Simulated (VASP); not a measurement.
# LiCaF3 (P4mm) in VASP: notebook

Runs on LiCaF3. Level: LDA. Tasks: single point.

Everything below comes from runs of VASP 6.6.1. Logs are shortened: lines on timing, memory, paths and dates and some standing lists are left out, and cuts for length are marked.

### Step 1. The cell of the first run

The structure is tetragonal, space group P4mm (No. 99). The conventional cell has a = 3.761 Å, b = 3.761 Å, c = 3.761 Å, α = 90.00°, β = 90.00°, γ = 90.00°. Li (site symmetry 4mm) has 6 F at 1.83 to 1.93 Å within 2.4 Å. Within 3.5 Å of Ca (site symmetry 4mm) lie 12 F at 2.62 to 2.70 Å and 8 Li at 3.26 Å. F (site symmetry 4mm) has 2 Li at 1.83 to 1.93 Å within 2.4 Å. F (site symmetry 2mm) has 2 Li at 1.88 Å within 2.5 Å.

### Step 2. Single point, LDA

File INCAR:

```
PREC = Accurate
ENCUT = 520
EDIFF = 1E-6
ISMEAR = 0
SIGMA = 0.05
LREAL = False
LASPH = True
NELM = 80
ALGO = Normal
ISIF = 2
LWAVE = False
LCHARG = True
GGA = CA
LELF = True
LVHAR = True
NBANDS = 25
```

File KPOINTS:

```
regular mesh
0
Gamma
  6 6 6
```

File POSCAR:

```
LiCaF3
1.0
    3.7612440000      0.0000000000      0.0000000000
    0.0000000000      3.7612440000      0.0000000000
    0.0000000000      0.0000000000      3.7612440000
Li Ca F
1 1 3
Direct
    0.5000000000      0.5000000000      0.5000000000
    0.0000000000      0.0000000000      0.0000000000
    0.0132934742      0.5000000000      0.5000000000
    0.5132934742      0.5000000000      0.0000000000
    0.5132934742      0.0000000000      0.5000000000
```

Potentials or basis: VASP PAW LDA potentials, release 64 (Li_sv, Ca_sv, F).

The run is started by

```sh
$ cat potpaw_LDA.64/Li_sv/POTCAR potpaw_LDA.64/Ca_sv/POTCAR potpaw_LDA.64/F/POTCAR > POTCAR
$ mpirun -np 1 vasp_std > vasp.out
```

OUTCAR:

```text
PREC = Accurate
   ENCUT = 520
   EDIFF = 1E-6
   ISMEAR = 0
   LREAL = False
   LASPH = True
   NELM = 80
   ISIF = 2
   GGA = CA

 ion  position               nearest neighbor table
   1  0.500  0.500  0.500-   3 1.83   4 1.88   5 1.88   4 1.88   5 1.88   3 1.93
   2  0.000  0.000  0.000-
   3  0.013  0.500  0.500-   1 1.83   1 1.93
   4  0.513  0.500  0.000-   1 1.88   1 1.88
   5  0.513  0.000  0.500-   1 1.88   1 1.88

  LATTYP: Found a simple cubic cell.
 ALAT       =     3.7612440000

  Lattice vectors:

 A1 = (   3.7612440000,   0.0000000000,   0.0000000000)
 A2 = (   0.0000000000,   3.7612440000,   0.0000000000)
 A3 = (   0.0000000000,   0.0000000000,   3.7612440000)

Analysis of symmetry for initial positions (statically):
=====================================================================
 Subroutine PRICEL returns:
 Original cell was already a primitive cell.

 Routine SETGRP: Setting up the symmetry group for a
 simple cubic supercell.

 Subroutine GETGRP returns: Found  8 space group operations
 (whereof  8 operations were pure point group operations)
 out of a pool of 48 trial point group operations.

The static configuration has the point symmetry C_4v.

Analysis of symmetry for dynamics (positions and initial velocities):
=====================================================================
 Subroutine PRICEL returns:
 Original cell was already a primitive cell.

 Routine SETGRP: Setting up the symmetry group for a
 simple cubic supercell.

 Subroutine GETGRP returns: Found  8 space group operations
 (whereof  8 operations were pure point group operations)
 out of a pool of 48 trial point group operations.

The dynamic configuration has the point symmetry C_4v.

 Subroutine INISYM returns: Found  8 space group operations
 (whereof  8 operations are pure point group operations),
 and found     1 'primitive' translations

----------------------------------------------------------------------------------------

                                     Primitive cell

  volume of cell :      53.2102

  direct lattice vectors                    reciprocal lattice vectors
     3.761244000  0.000000000  0.000000000     0.265869484  0.000000000  0.000000000
     0.000000000  3.761244000  0.000000000     0.000000000  0.265869484  0.000000000
     0.000000000  0.000000000  3.761244000     0.000000000  0.000000000  0.265869484

  length of vectors
     3.761244000  3.761244000  3.761244000     0.265869484  0.265869484  0.265869484

  position of ions in fractional coordinates (direct lattice)
     0.500000000  0.500000000  0.500000000
     0.000000000  0.000000000  0.000000000
     0.013293474  0.500000000  0.500000000
     0.513293474  0.500000000  0.000000000
     0.513293474  0.000000000  0.500000000

  ion indices of the primitive-cell ions
   primitive index   ion index
                 1           1
                 2           2
                 3           3
                 4           4
                 5           5

----------------------------------------------------------------------------------------

 KPOINTS: regular mesh

Automatic generation of k-mesh.
 Grid dimensions read from file:
 generate k-points for:    6    6    6

 Generating k-lattice:

  Cartesian coordinates                     Fractional coordinates (reciprocal lattice)
     0.044311581  0.000000000  0.000000000     0.166666667  0.000000000  0.000000000
     0.000000000  0.044311581  0.000000000     0.000000000  0.166666667  0.000000000
     0.000000000  0.000000000  0.044311581     0.000000000  0.000000000  0.166666667

  Length of vectors
     0.044311581  0.044311581  0.044311581

  Shift w.r.t. Gamma in fractional coordinates (k-lattice)
     0.000000000  0.000000000  0.000000000

 Subroutine IBZKPT returns following result:
 ===========================================

 Found     40 irreducible k-points:

 Following reciprocal coordinates:
            Coordinates               Weight
  0.000000  0.000000  0.000000      1.000000
  0.166667  0.000000  0.000000      2.000000
  0.000000  0.166667  0.000000      4.000000
  0.333333  0.000000  0.000000      2.000000
  0.000000  0.333333  0.000000      4.000000
  0.500000  0.000000  0.000000      1.000000
[... 16 lines left out ...]
  0.166667  0.166667  0.166667      8.000000
  0.333333  0.166667  0.166667      8.000000
 [... further k-points ...]
   k-points           NKPTS =     40   k-points in BZ     NKDIM =     40   number of bands    NBANDS=     25
   number of dos      NEDOS =    301   number of ions     NIONS =      5
   total plane-waves  NPLWV =  21952
   dimension x,y,z NGX =    28 NGY =   28 NGZ =   28
   dimension x,y,z NGXF=    56 NGYF=   56 NGZF=   56
   ions per type =               1   1   3
   NGX,Y,Z   is equivalent  to a cutoff of  12.38, 12.38, 12.38 a.u.
   NGXF,Y,Z  is equivalent  to a cutoff of  24.75, 24.75, 24.75 a.u.
 SYSTEM =  unknown system
   PREC   = accura    normal or accurate (medium, high low for compatibility)
   ISTART =      0    job   : 0-new  1-cont  2-samecut
   ICHARG =      2    charge: 1-file 2-atom 10-const
   ISPIN  =      1    spin polarized calculation?
   LNONCOLLINEAR =      F non collinear calculations
   LSORBIT =      F    spin-orbit coupling
   LASPH  =      T    aspherical Exc in radial PAW
   ENCUT  =  520.0 eV  38.22 Ry    6.18 a.u.   6.99  6.99  6.99*2*pi/ulx,y,z
   NELM   =     80;   NELMIN=  2; NELMDL= -5     # of ELM steps
   EDIFF  = 0.1E-05   stopping-criterion for ELM
   LREAL  =      F    real-space projection
[... 7 lines left out ...]
   TEBEG  =    0.0;   TEEND  =   0.0 temperature during run
   PSTRESS=    0.0 pullay stress
   NELECT =      34.0000    total number of electrons
   NUPDOWN=      -1.0000    fix difference up-down
   EMIN   =  10.00;   EMAX   =-10.00  energy-range for DOS
   EFERMI =   0.00;   METHOD = LEGACY
   ISMEAR =     0;   SIGMA  =   0.05  broadening in eV -4-tet -1-fermi 0-gaus
   EFERMI_NEDOS =   21; number of points for ismear=-14 and -15
   IALGO  =     38    algorithm
   IMIX   =      4    mixing-type and parameters
     AMIX     =   0.40;   BMIX     =  1.00
     AMIX_MAG =   1.60;   BMIX_MAG =  1.00
  volume/ion in A,a.u.               =      10.64        71.82
  Fermi-wavevector in a.u.,A,eV,Ry     =   1.410056  2.664619 27.051883  1.988257
  Thomas-Fermi vector in A             =   2.532049
   LORBIT       =      0    0 simple, 1 ext, 2 COOP (PROOUT), +10 PAW based schemes
   GGA     = CA    functional components
   LHFCALC =     F    Hartree Fock is set to
   AEXX    =    0.0000 exact exchange contribution
   IVDW    =     0    specifies the selected vdW correction
   LEPSILON=     F    determine dielectric tensor
   LRPA    =     F    only Hartree local field effects (RPA)
 non-spin polarized calculation
 Gauss-broadening in eV      SIGMA  =   0.05
  energy-cutoff  :      520.00
  volume of cell :       53.21
 maximum number of plane-waves:      1472
 NGX is ok and might be reduce to    28
   NGX = 13   NGY = 13   NGZ = 13

 number of electron      33.9999955 magnetization

 Free energy of the ion-electron system (eV)
  ---------------------------------------------------
  ext. energy  EPLUGINS =         0.00000000
  ---------------------------------------------------
  free energy    TOTEN  =       -28.58515112 eV

  energy without entropy =      -28.58515112  energy(sigma->0) =      -28.58515112

 E-fermi :   0.0973     XC(G=0): -10.9765

 val. band max:       -0.2815446045   @ k =   0.5000   0.5000   0.5000
 cond. band min:       6.0725834384   @ k =   0.0000   0.0000   0.0000
 fundamental gap:      6.3541280429
 Fermi energy:         0.0973034905

 k-point     1 :       0.0000    0.0000    0.0000
  band No.  band energies     occupation
      1     -39.3500      2.00000
      2     -37.4139      2.00000
      3     -20.1766      2.00000
      4     -19.2073      2.00000
      5     -19.2019      2.00000
      6     -18.6310      2.00000
[... 17 lines left out ...]
     24      16.7687      0.00000
     25      16.8327      0.00000

 k-point     2 :       0.1667    0.0000    0.0000
  band No.  band energies     occupation
      1     -39.3489      2.00000
      2     -37.4114      2.00000
      3     -20.1970      2.00000
      4     -19.3531      2.00000
      5     -19.1973      2.00000
      6     -18.6264      2.00000
[... 17 lines left out ...]
     24      15.3926      0.00000
     25      16.7966      0.00000

 k-point     3 :       0.0000    0.1667    0.0000
  band No.  band energies     occupation
      1     -39.3489      2.00000
      2     -37.4114      2.00000
      3     -20.1966      2.00000
      4     -19.3524      2.00000
      5     -19.2004      2.00000
      6     -18.6264      2.00000
[... 17 lines left out ...]
     24      15.4079      0.00000
     25      16.7950      0.00000

 k-point     4 :       0.3333    0.0000    0.0000
  band No.  band energies     occupation
      1     -39.3465      2.00000
      2     -37.4066      2.00000
      3     -20.2411      2.00000
      4     -19.5480      2.00000
      5     -19.1863      2.00000
      6     -18.6171      2.00000
[... 17 lines left out ...]
     24      12.9749      0.00000
     25      16.7070      0.00000
[... 477 lines left out ...]
 k-point    22 :       0.0000    0.5000    0.5000
  band No.  band energies     occupation
      1     -39.3411      2.00000
      2     -37.3944      2.00000
      3     -19.8958      2.00000
      4     -19.8958      2.00000
      5     -19.5274      2.00000
      6     -18.5963      2.00000
[... 17 lines left out ...]
     24      11.7413      0.00000
     25      11.8516      0.00000

 k-point    23 :       0.1667    0.1667    0.1667
  band No.  band energies     occupation
      1     -39.3466      2.00000
      2     -37.4066      2.00000
      3     -20.1881      2.00000
      4     -19.3984      2.00000
      5     -19.3977      2.00000
      6     -18.5461      2.00000
[... 17 lines left out ...]
     24      15.2613      0.00000
     25      15.2798      0.00000

 k-point    24 :       0.3333    0.1667    0.1667
  band No.  band energies     occupation
      1     -39.3443      2.00000
      2     -37.4018      2.00000
      3     -20.1600      2.00000
      4     -19.6250      2.00000
      5     -19.3289      2.00000
      6     -18.6054      2.00000
[... 17 lines left out ...]
     24      13.1367      0.00000
     25      15.1833      0.00000

 [... further k-points ...]

------------------------ aborting loop because EDIFF is reached ----------------------------------------

  FORCE on cell =-STRESS in cart. coord.  units (eV):
  Direction    XX          YY          ZZ          XY          YZ          ZX
  --------------------------------------------------------------------------------------
  -------------------------------------------------------------------------------------
  Total       -3.0416185     -3.1301064     -3.1301064      0.0000000      0.0000000      0.0000000
  in kB      -91.5842523    -94.2486534    -94.2486534      0.0000000      0.0000000      0.0000000
  external PRESSURE =     -93.3605197 kB  Pullay stress =       0.0000000 kB

 VOLUME and BASIS-vectors are now :
 -----------------------------------------------------------------------------
  energy-cutoff  :      520.00
  volume of cell :       53.21
      direct lattice vectors                 reciprocal lattice vectors
     3.761244000  0.000000000  0.000000000     0.265869484  0.000000000  0.000000000
     0.000000000  3.761244000  0.000000000     0.000000000  0.265869484  0.000000000
     0.000000000  0.000000000  3.761244000     0.000000000  0.000000000  0.265869484

 POSITION                                       TOTAL-FORCE (eV/Angst)
 -----------------------------------------------------------------------------------
      1.88062      1.88062      1.88062         0.222191      0.000000     -0.000000
      0.00000      0.00000      0.00000        -0.099052      0.000000     -0.000000
      0.05000      1.88062      1.88062        -0.196968     -0.000000      0.000000
      1.93062      1.88062      0.00000         0.036915      0.000000     -0.000000
      1.93062      0.00000      1.88062         0.036915      0.000000     -0.000000
 -----------------------------------------------------------------------------------
    total drift:                               -0.001132     -0.000000     -0.000004

  FREE ENERGIE OF THE ION-ELECTRON SYSTEM (eV)
  ---------------------------------------------------
  free  energy   TOTEN  =       -28.5851511194 eV

  energy  without entropy=      -28.5851511194  energy(sigma->0) =      -28.58515112
```

It took 37 s on 1 thread of Intel Xeon Platinum 8259CL at 2.50GHz (Skylake/Cascade Lake), shared host; peak memory 0.17 GiB.

Results:

```yaml
Free_energy: -28.5852 eV
Largest_force: 0.222 eV/Å
Band_gap_on_the_k_mesh: 6.35 eV (least direct gap 6.47 eV)
```

Forces in eV/Å, atoms in the order of the input:
```
Li   0.222  0.000  0.000
Ca  -0.099  0.000  0.000
F   -0.197  0.000  0.000
F    0.037  0.000  0.000
F    0.037  0.000  0.000
```

Caveat: the cell differs from its parent crystal (all F atoms moved -0.050 Å, as atom 3 towards its neighbour atom 1 (Li) at 1.881 Å); the cutoff is under 1.25 times the usual one of these potentials, so pressure, stress and relaxed cells hold a basis-set (Pulay) error. A k mesh can miss the band edges.

### Step 3. Single point, LDA

File INCAR:

```
SYSTEM = LiCaF3
PREC = Accurate
ENCUT = 520
EDIFF = 1E-7
ISMEAR = 0
SIGMA = 0.05
LREAL = .False.
LASPH = .True.
NELM = 60
ALGO = Normal
ISIF = 2
LWAVE = .False.
LCHARG = .False.
NBANDS = 25
```

File KPOINTS:

```
Automatic mesh
0
Gamma
  6 6 6
  0 0 0
```

File POSCAR:

```
LiCaF3
1.0
    3.7612440000      0.0000000000      0.0000000000
    0.0000000000      3.7612440000      0.0000000000
    0.0000000000      0.0000000000      3.7612440000
Li Ca F
1 1 3
Direct
    0.5000000000      0.5000000000      0.5000000000
    0.0000000000      0.0000000000      0.0000000000
   -0.0066467371      0.5000000000      0.5000000000
    0.4933532629      0.5000000000      0.0000000000
    0.4933532629      0.0000000000      0.5000000000
```

Potentials or basis: VASP PAW LDA potentials, release 64 (Li_sv, Ca_sv, F).

The run is started by

```sh
$ cat potpaw_LDA.64/Li_sv/POTCAR potpaw_LDA.64/Ca_sv/POTCAR potpaw_LDA.64/F/POTCAR > POTCAR
$ mpirun -np 1 vasp_std > vasp.out
```

OUTCAR:

```text
SYSTEM = LiCaF3
   PREC = Accurate
   ENCUT = 520
   EDIFF = 1E-7
   ISMEAR = 0
   LREAL = .False.
   LASPH = .True.
   NELM = 60
   ISIF = 2

 ion  position               nearest neighbor table
   1  0.500  0.500  0.500-   3 1.86   4 1.88   5 1.88   4 1.88   5 1.88   3 1.91
   2  0.000  0.000  0.000-
   3  0.993  0.500  0.500-   1 1.86   1 1.91
   4  0.493  0.500  0.000-   1 1.88   1 1.88
   5  0.493  0.000  0.500-   1 1.88   1 1.88

  LATTYP: Found a simple cubic cell.
[... 874 lines left out ...]
  --------------------------------------------------------------------------------------
  -------------------------------------------------------------------------------------
  Total       -3.1160367     -3.1369870     -3.1369870      0.0000000     -0.0000000     -0.0000000
  in kB      -93.8250103    -94.4558329    -94.4558329      0.0000000     -0.0000000     -0.0000000
  external PRESSURE =     -94.2455587 kB  Pullay stress =       0.0000000 kB

 VOLUME and BASIS-vectors are now :
 -----------------------------------------------------------------------------
  energy-cutoff  :      520.00
  volume of cell :       53.21
      direct lattice vectors                 reciprocal lattice vectors
     3.761244000  0.000000000  0.000000000     0.265869484  0.000000000  0.000000000
     0.000000000  3.761244000  0.000000000     0.000000000  0.265869484  0.000000000
     0.000000000  0.000000000  3.761244000     0.000000000  0.000000000  0.265869484

 POSITION                                       TOTAL-FORCE (eV/Angst)
 -----------------------------------------------------------------------------------
      1.88062      1.88062      1.88062        -0.109291     -0.000000      0.000000
      0.00000      0.00000      0.00000         0.050095     -0.000000      0.000000
      3.73624      1.88062      1.88062         0.096746     -0.000000     -0.000000
      1.85562      1.88062      0.00000        -0.018775      0.000000      0.000000
      1.85562      0.00000      1.88062        -0.018775     -0.000000      0.000000
 -----------------------------------------------------------------------------------
    total drift:                               -0.000921     -0.000000      0.000003

  FREE ENERGIE OF THE ION-ELECTRON SYSTEM (eV)
  ---------------------------------------------------
  free  energy   TOTEN  =       -28.5874265900 eV

  energy  without entropy=      -28.5874265900  energy(sigma->0) =      -28.58742659
```

OSZICAR:

```text
N       E                     dE             d eps       ncg     rms          rms(c)
DAV:   1     0.300581272848E+03    0.30058E+03   -0.18745E+04  2000   0.143E+03
DAV:   2    -0.113182999646E+02   -0.31190E+03   -0.30039E+03  2416   0.387E+02
DAV:   3    -0.291743913820E+02   -0.17856E+02   -0.17778E+02  2787   0.925E+01
DAV:   4    -0.308296049722E+02   -0.16552E+01   -0.16534E+01  3346   0.165E+01
DAV:   5    -0.308418467741E+02   -0.12242E-01   -0.12241E-01  2490   0.167E+00    0.919E+00
DAV:   6    -0.287902557491E+02    0.20516E+01   -0.62537E+00  2267   0.164E+01    0.350E+00
DAV:   7    -0.286684537016E+02    0.12180E+00   -0.27702E-01  2796   0.376E+00    0.195E+00
DAV:   8    -0.285877443956E+02    0.80709E-01   -0.12152E-01  2449   0.321E+00    0.298E-01
DAV:   9    -0.285874681576E+02    0.27624E-03   -0.21150E-02  2706   0.975E-01    0.176E-01
DAV:  10    -0.285875072421E+02   -0.39085E-04   -0.30660E-03  2242   0.493E-01    0.614E-02
DAV:  11    -0.285874273452E+02    0.79897E-04   -0.37018E-04  2743   0.203E-01    0.226E-02
DAV:  12    -0.285874269971E+02    0.34811E-06   -0.22721E-05  2342   0.380E-02    0.488E-03
DAV:  13    -0.285874266888E+02    0.30829E-06   -0.13492E-06  2807   0.848E-03    0.242E-03
DAV:  14    -0.285874265900E+02    0.98746E-07   -0.31381E-07  2457   0.590E-03
   1 F= -.28587427E+02 E0= -.28587427E+02  d E =-.659159E-28
```

stdout:

```text
POSCAR found type information on POSCAR LiCaF
 POSCAR found :  3 types and       5 ions
 scaLAPACK will be used
 LDA part: xc-table for (Slater(with rela. corr.)+CA(PZ))
 , standard interpolation
 POSCAR, INCAR and KPOINTS ok, starting setup
 FFT: planning ... GRIDC
 FFT: planning ... GRID_SOFT
 FFT: planning ... GRID
 WAVECAR not read
 entering main loop
```

Wall time 39 s (1 thread of Intel Xeon Platinum 8259CL at 2.50GHz (Skylake/Cascade Lake), shared host); peak memory 0.17 GiB.

Results:

- Free energy: -28.5874 eV
- Largest force: 0.109 eV/Å
- Band gap on the k mesh: 6.35 eV (least direct gap 6.47 eV)

Forces in eV/Å, atoms in the order of the input:
```
Li  -0.109  0.000  0.000
Ca   0.050  0.000  0.000
F    0.097  0.000  0.000
F   -0.019  0.000  0.000
F   -0.019  0.000  0.000
```

Caveat: the cell differs from its parent crystal (all F atoms moved +0.025 Å, as atom 3 towards its neighbour atom 1 (Li) at 1.881 Å); the cutoff is under 1.25 times the usual one of these potentials, so pressure, stress and relaxed cells hold a basis-set (Pulay) error. A k mesh can miss the band edges.
